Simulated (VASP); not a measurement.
# ScAl3 (Pm-3m) in VASP: notebook

ScAl3 is run at these levels: PBEsol; tasks: single point, relaxation of cell and atoms.

Everything below comes from runs of VASP 6.6.1. Logs are shortened: lines on timing, memory, paths and dates and some standing lists are left out, and cuts for length are marked.

## Step 1: The cell of the first run

Symmetry: Pm-3m, No. 221, cubic system. The conventional cell has a = 4.071 Å, b = 4.071 Å, c = 4.071 Å, α = 90.00°, β = 90.00°, γ = 90.00°. Sc (site symmetry m-3m) has 12 Al at 2.88 Å within 3.8 Å. Within 3.8 Å of Al (site symmetry 4/mmm) lie 4 Sc at 2.88 Å and 8 Al at 2.88 Å.

## Step 2: Single point, PBEsol

Contents of INCAR:

```
SYSTEM = ScAl3
  ALGO = Normal
  EDIFF = 1E-7
  ENCUT = 520
  GGA = PS
  ISIF = 2
  ISMEAR = 0
  LASPH = .True.
  LCHARG = .False.
  LREAL = .False.
  LWAVE = .False.
  NBANDS = 18
  NELM = 100
  PREC = Accurate
  SIGMA = 0.1
```

Contents of KPOINTS:

```
k-points
0
Gamma
  10 10 10
  0 0 0
```

Contents of POSCAR:

```
ScAl3
1.0
    4.0711787179      0.0000000000      0.0000000000
    0.0000000000      4.0711787179      0.0000000000
    0.0000000000      0.0000000000      4.0711787179
Sc Al
1 3
Direct
    0.0000000000      0.0000000000      0.0000000000
    0.5000000000      0.0000000000      0.5000000000
    0.0000000000      0.5000000000      0.5000000000
    0.5000000000      0.5000000000      0.0000000000
```

Potentials or basis: VASP PAW PBE potentials, release 64 (Sc_sv, Al).

Run with:

```
> cat potpaw_PBE.64/Sc_sv/POTCAR potpaw_PBE.64/Al/POTCAR > POTCAR
> mpirun -np 1 vasp_std > vasp.out
```

OUTCAR:

```text
SYSTEM = ScAl3
   EDIFF = 1E-7
   ENCUT = 520
   GGA = PS
   ISIF = 2
   ISMEAR = 0
   LASPH = .True.
   LREAL = .False.
   NELM = 100
   PREC = Accurate

 ion  position               nearest neighbor table
   1  0.000  0.000  0.000-   2 2.88   3 2.88   4 2.88   2 2.88   3 2.88   3 2.88   4 2.88   3 2.88
                             2 2.88   4 2.88   2 2.88   4 2.88
   2  0.500  0.000  0.500-   1 2.88   3 2.88   4 2.88   1 2.88   4 2.88   3 2.88   4 2.88   4 2.88
                             1 2.88   3 2.88   1 2.88   3 2.88
   3  0.000  0.500  0.500-   1 2.88   2 2.88   4 2.88   1 2.88   4 2.88   1 2.88   2 2.88   1 2.88
                             2 2.88   4 2.88   4 2.88   2 2.88
   4  0.500  0.500  0.000-   1 2.88   2 2.88   3 2.88   2 2.88   3 2.88   1 2.88   2 2.88   2 2.88
                             1 2.88   3 2.88   3 2.88   1 2.88

  LATTYP: Found a simple cubic cell.
 ALAT       =     4.0711787179

  Lattice vectors:

 A1 = (   4.0711787179,   0.0000000000,   0.0000000000)
 A2 = (   0.0000000000,   4.0711787179,   0.0000000000)
 A3 = (   0.0000000000,   0.0000000000,   4.0711787179)

Analysis of symmetry for initial positions (statically):
=====================================================================
 Subroutine PRICEL returns:
 Original cell was already a primitive cell.

 Routine SETGRP: Setting up the symmetry group for a
 simple cubic supercell.

 Subroutine GETGRP returns: Found 48 space group operations
 (whereof 48 operations were pure point group operations)
 out of a pool of 48 trial point group operations.

The static configuration has the point symmetry O_h .

Analysis of symmetry for dynamics (positions and initial velocities):
=====================================================================
 Subroutine PRICEL returns:
 Original cell was already a primitive cell.

 Routine SETGRP: Setting up the symmetry group for a
 simple cubic supercell.

 Subroutine GETGRP returns: Found 48 space group operations
 (whereof 48 operations were pure point group operations)
 out of a pool of 48 trial point group operations.

The dynamic configuration has the point symmetry O_h .

 Subroutine INISYM returns: Found 48 space group operations
 (whereof 48 operations are pure point group operations),
 and found     1 'primitive' translations

----------------------------------------------------------------------------------------

                                     Primitive cell

  volume of cell :      67.4777

  direct lattice vectors                    reciprocal lattice vectors
     4.071178718  0.000000000  0.000000000     0.245629109  0.000000000  0.000000000
     0.000000000  4.071178718  0.000000000     0.000000000  0.245629109  0.000000000
     0.000000000  0.000000000  4.071178718     0.000000000  0.000000000  0.245629109

  length of vectors
     4.071178718  4.071178718  4.071178718     0.245629109  0.245629109  0.245629109

  position of ions in fractional coordinates (direct lattice)
     0.000000000  0.000000000  0.000000000
     0.500000000  0.000000000  0.500000000
     0.000000000  0.500000000  0.500000000
     0.500000000  0.500000000  0.000000000

  ion indices of the primitive-cell ions
   primitive index   ion index
                 1           1
                 2           2
                 3           3
                 4           4

----------------------------------------------------------------------------------------

 KPOINTS: k-points

Automatic generation of k-mesh.
 Grid dimensions read from file:
 generate k-points for:   10   10   10

 Generating k-lattice:

  Cartesian coordinates                     Fractional coordinates (reciprocal lattice)
     0.024562911  0.000000000  0.000000000     0.100000000  0.000000000  0.000000000
     0.000000000  0.024562911  0.000000000     0.000000000  0.100000000  0.000000000
     0.000000000  0.000000000  0.024562911     0.000000000  0.000000000  0.100000000

  Length of vectors
     0.024562911  0.024562911  0.024562911

  Shift w.r.t. Gamma in fractional coordinates (k-lattice)
     0.000000000  0.000000000  0.000000000

 Subroutine IBZKPT returns following result:
 ===========================================

 Found     56 irreducible k-points:

 Following reciprocal coordinates:
            Coordinates               Weight
  0.000000  0.000000  0.000000      1.000000
  0.100000  0.000000  0.000000      6.000000
  0.200000  0.000000  0.000000      6.000000
  0.300000  0.000000  0.000000      6.000000
  0.400000  0.000000  0.000000      6.000000
  0.500000  0.000000  0.000000      3.000000
[... 16 lines left out ...]
  0.200000  0.100000  0.100000     24.000000
  0.300000  0.100000  0.100000     24.000000
 [... further k-points ...]
   k-points           NKPTS =     56   k-points in BZ     NKDIM =     56   number of bands    NBANDS=     18
   number of dos      NEDOS =    301   number of ions     NIONS =      4
   total plane-waves  NPLWV =  27000
   dimension x,y,z NGX =    30 NGY =   30 NGZ =   30
   dimension x,y,z NGXF=    60 NGYF=   60 NGZF=   60
   ions per type =               1   3
   NGX,Y,Z   is equivalent  to a cutoff of  12.25, 12.25, 12.25 a.u.
   NGXF,Y,Z  is equivalent  to a cutoff of  24.50, 24.50, 24.50 a.u.
 SYSTEM =  ScAl3
   PREC   = accura    normal or accurate (medium, high low for compatibility)
   ISTART =      0    job   : 0-new  1-cont  2-samecut
   ICHARG =      2    charge: 1-file 2-atom 10-const
   ISPIN  =      1    spin polarized calculation?
   LNONCOLLINEAR =      F non collinear calculations
   LSORBIT =      F    spin-orbit coupling
   LASPH  =      T    aspherical Exc in radial PAW
   ENCUT  =  520.0 eV  38.22 Ry    6.18 a.u.   7.57  7.57  7.57*2*pi/ulx,y,z
   NELM   =    100;   NELMIN=  2; NELMDL= -5     # of ELM steps
   EDIFF  = 0.1E-06   stopping-criterion for ELM
   LREAL  =      F    real-space projection
   EDIFFG = 0.1E-05   stopping-criterion for IOM
   NSW    =      0    number of steps for IOM
   IBRION =     -1    ionic relax: 0-MD 1-quasi-New 2-CG
   NFREE  =      0    steps in history (QN), initial steepest desc. (CG)
   ISIF   =      2    stress and relaxation
   ISYM   =      2    0-nonsym 1-usesym 2-fastsym
   POTIM  = 0.5000    time-step for ionic-motion
   TEBEG  =    0.0;   TEEND  =   0.0 temperature during run
   PSTRESS=    0.0 pullay stress
   NELECT =      20.0000    total number of electrons
   NUPDOWN=      -1.0000    fix difference up-down
   EMIN   =  10.00;   EMAX   =-10.00  energy-range for DOS
   EFERMI =   0.00;   METHOD = LEGACY
   ISMEAR =     0;   SIGMA  =   0.10  broadening in eV -4-tet -1-fermi 0-gaus
   EFERMI_NEDOS =   21; number of points for ismear=-14 and -15
   IALGO  =     38    algorithm
   IMIX   =      4    mixing-type and parameters
     AMIX     =   0.40;   BMIX     =  1.00
     AMIX_MAG =   1.60;   BMIX_MAG =  1.00
  volume/ion in A,a.u.               =      16.87       113.84
  Fermi-wavevector in a.u.,A,eV,Ry     =   1.091519  2.062672 16.210170  1.191414
  Thomas-Fermi vector in A             =   2.227766
   LORBIT       =      0    0 simple, 1 ext, 2 COOP (PROOUT), +10 PAW based schemes
   GGA     = PS    functional components
   LHFCALC =     F    Hartree Fock is set to
   AEXX    =    0.0000 exact exchange contribution
   IVDW    =     0    specifies the selected vdW correction
   LEPSILON=     F    determine dielectric tensor
   LRPA    =     F    only Hartree local field effects (RPA)
 non-spin polarized calculation
 Gauss-broadening in eV      SIGMA  =   0.10
  energy-cutoff  :      520.00
  volume of cell :       67.48
 maximum number of plane-waves:      1856
   NGX = 15   NGY = 15   NGZ = 15

 number of electron      19.9999997 magnetization

 Free energy of the ion-electron system (eV)
  ---------------------------------------------------
  ext. energy  EPLUGINS =         0.00000000
  ---------------------------------------------------
  free energy    TOTEN  =       -20.76644911 eV

  energy without entropy =      -20.76091788  energy(sigma->0) =      -20.76368349

 E-fermi :   7.3251     XC(G=0): -10.5468

 val. band max:        7.3216417576   @ k =   0.3000   0.0000   0.0000
 cond. band min:       7.3586609911   @ k =   0.5000   0.3000   0.2000
 fundamental gap:      0.0370192335
 Fermi energy:         7.3250807619

 k-point     1 :       0.0000    0.0000    0.0000
  band No.  band energies     occupation
      1     -41.3888      2.00000
      2     -20.1922      2.00000
      3     -20.1922      2.00000
      4     -20.1922      2.00000
      5      -2.7743      2.00000
      6       4.6724      2.00000
[... 10 lines left out ...]
     17      12.6788      0.00000
     18      12.6788      0.00000

 k-point     2 :       0.1000    0.0000    0.0000
  band No.  band energies     occupation
      1     -41.3886      2.00000
      2     -20.1956      2.00000
      3     -20.1919      2.00000
      4     -20.1919      2.00000
      5      -2.6809      2.00000
      6       3.9028      2.00000
[... 10 lines left out ...]
     17      12.7551      0.00000
     18      12.7551      0.00000

 k-point     3 :       0.2000    0.0000    0.0000
  band No.  band energies     occupation
      1     -41.3883      2.00000
      2     -20.2045      2.00000
      3     -20.1913      2.00000
      4     -20.1913      2.00000
      5      -2.4040      2.00000
      6       2.7445      2.00000
[... 10 lines left out ...]
     17      12.6190      0.00000
     18      12.7483      0.00000

 k-point     4 :       0.3000    0.0000    0.0000
  band No.  band energies     occupation
      1     -41.3878      2.00000
      2     -20.2153      2.00000
      3     -20.1904      2.00000
      4     -20.1904      2.00000
      5      -1.9535      2.00000
      6       1.5998      2.00000
[... 375 lines left out ...]
      4     -20.1948      2.00000
      5      -2.4961      2.00000
      6       3.8905      2.00000
[... 10 lines left out ...]
     17      12.9084      0.00000
     18      12.9670      0.00000

 k-point    23 :       0.2000    0.1000    0.1000
  band No.  band energies     occupation
      1     -41.3880      2.00000
      2     -20.2038      2.00000
      3     -20.1945      2.00000
      4     -20.1941      2.00000
      5      -2.2226      2.00000
      6       2.8774      2.00000
[... 10 lines left out ...]
     17      12.3809      0.00000
     18      12.7786      0.00000

 k-point    24 :       0.3000    0.1000    0.1000
  band No.  band energies     occupation
      1     -41.3876      2.00000
      2     -20.2145      2.00000
      3     -20.1936      2.00000
      4     -20.1932      2.00000
      5      -1.7782      2.00000
      6       1.7543      2.00000
[... 10 lines left out ...]
     17      12.1978      0.00000
     18      12.9860      0.00000

 [... further k-points ...]

------------------------ aborting loop because EDIFF is reached ----------------------------------------

  FORCE on cell =-STRESS in cart. coord.  units (eV):
  Direction    XX          YY          ZZ          XY          YZ          ZX
  --------------------------------------------------------------------------------------
  -------------------------------------------------------------------------------------
  Total        0.0431393      0.0431393      0.0431393      0.0000000     -0.0000000      0.0000000
  in kB        1.0242912      1.0242912      1.0242912      0.0000000     -0.0000000      0.0000000
  external PRESSURE =       1.0242912 kB  Pullay stress =       0.0000000 kB

 VOLUME and BASIS-vectors are now :
 -----------------------------------------------------------------------------
  energy-cutoff  :      520.00
  volume of cell :       67.48
      direct lattice vectors                 reciprocal lattice vectors
     4.071178718  0.000000000  0.000000000     0.245629109  0.000000000  0.000000000
     0.000000000  4.071178718  0.000000000     0.000000000  0.245629109  0.000000000
     0.000000000  0.000000000  4.071178718     0.000000000  0.000000000  0.245629109

 POSITION                                       TOTAL-FORCE (eV/Angst)
 -----------------------------------------------------------------------------------
      0.00000      0.00000      0.00000         0.000000      0.000000      0.000000
      2.03559      0.00000      2.03559         0.000000      0.000000      0.000000
      0.00000      2.03559      2.03559         0.000000      0.000000      0.000000
      2.03559      2.03559      0.00000         0.000000      0.000000      0.000000
 -----------------------------------------------------------------------------------
    total drift:                               -0.000000     -0.000000      0.000000

  FREE ENERGIE OF THE ION-ELECTRON SYSTEM (eV)
  ---------------------------------------------------
  free  energy   TOTEN  =       -20.7664491061 eV

  energy  without entropy=      -20.7609178807  energy(sigma->0) =      -20.76368349
```

Wall time 34 s (1 thread of AMD EPYC 9R45 (Zen 5), shared host); peak memory 0.18 GiB.

What came out:

* Free energy: -20.7664 eV
* Pressure: 0.1 GPa
* Band gap on the k mesh: zero (bands 10 and 11 overlap by 3.91 eV)

Caveat: the PAW data sets were made with another functional, which shifts forces and pressure a little.

## Step 3: Relaxation of cell and atoms, PBEsol

This run uses another cell than the first one, of 17.30 Å³/atom.

Contents of INCAR:

```
SYSTEM = ScAl3
PREC = Accurate
ENCUT = 600
EDIFF = 1E-7
ISMEAR = 0
SIGMA = 0.1
LREAL = .FALSE.
LASPH = .TRUE.
NELM = 100
ALGO = Fast
ISIF = 3
LWAVE = .FALSE.
LCHARG = .FALSE.
GGA = PS
IBRION = 2
NSW = 70
EDIFFG = -0.005
```

Contents of KPOINTS:

```
Automatic mesh
0
G
  10 10 10
  0 0 0
```

Contents of POSCAR:

```
ScAl3
1.0
    4.1053305956      0.0000000000      0.0000000000
    0.0000000000      4.1053305956      0.0000000000
    0.0000000000      0.0000000000      4.1053305956
Sc Al
1 3
Direct
    0.0000000000      0.0000000000      0.0000000000
    0.5000000000      0.0000000000      0.5000000000
    0.0000000000      0.5000000000      0.5000000000
    0.5000000000      0.5000000000      0.0000000000
```

Potentials or basis: VASP PAW PBE potentials, release 64 (Sc_sv, Al).

Run with:

```
> cat potpaw_PBE.64/Sc_sv/POTCAR potpaw_PBE.64/Al/POTCAR > POTCAR
> mpirun -np 1 vasp_std > vasp.out
```

Wall time 2.8 min (1 thread of AMD EPYC 9R45 (Zen 5), shared host); peak memory 0.23 GiB.

Results (log left out):

```yaml
Free_energy: -20.7675 eV
Relaxed_volume: 16.89 Å³/atom
Relaxed_cell: a = 4.073 Å, b = 4.073 Å, c = 4.073 Å, α = 90.00°, β = 90.00°, γ = 90.00°
Space_group_after_relaxing_to_0.1_Å: Pm-3m (No. 221)
Energy_gained_by_relaxing: 2.7 meV/atom
Ionic_steps: 3
Pressure_after_relaxing: 0.0 GPa
Band_gap_on_the_k_mesh: zero (bands 10 and 11 overlap by 3.90 eV)
```

Step by step:
| step | energy change (eV) | largest force (eV/Å) | pressure (GPa) | volume (Å³) |
| --- | --- | --- | --- | --- |
| 1 | 0.0000 | 0.0000 | -2.07 | 69.19 |
| 2 | -0.0091 | 0.0000 | 0.83 | 66.98 |
| 3 | -0.0107 | 0.0000 | 0.00 | 67.57 |

Final structure:
```
Sc Al
1.0
     4.07308    0.00000    0.00000
     0.00000    4.07308    0.00000
     0.00000    0.00000    4.07308
Sc Al
1 3
Direct
  0.00000 0.00000 0.00000
  0.50000 0.00000 0.50000
  0.00000 0.50000 0.50000
  0.50000 0.50000 0.00000
```

Levels at points of the mesh, in eV from the Fermi level:
```tsv
k point	band 8	band 9	band 10	band 11	band 12	band 13
(0.00, 0.00, 0.00)	-1.82	-1.82	-1.82	1.21	1.29	1.29
(0.50, 0.00, 0.00)	-1.74	-1.52	0.93	1.01	1.01	1.33
(0.50, 0.50, 0.00)	-4.40	-0.56	-0.56	1.20	1.36	2.07
(0.50, 0.50, 0.50)	-4.53	-2.97	-2.97	-2.97	0.93	2.62
```

Caveat: the PAW data sets were made with another functional, which shifts forces and pressure a little.
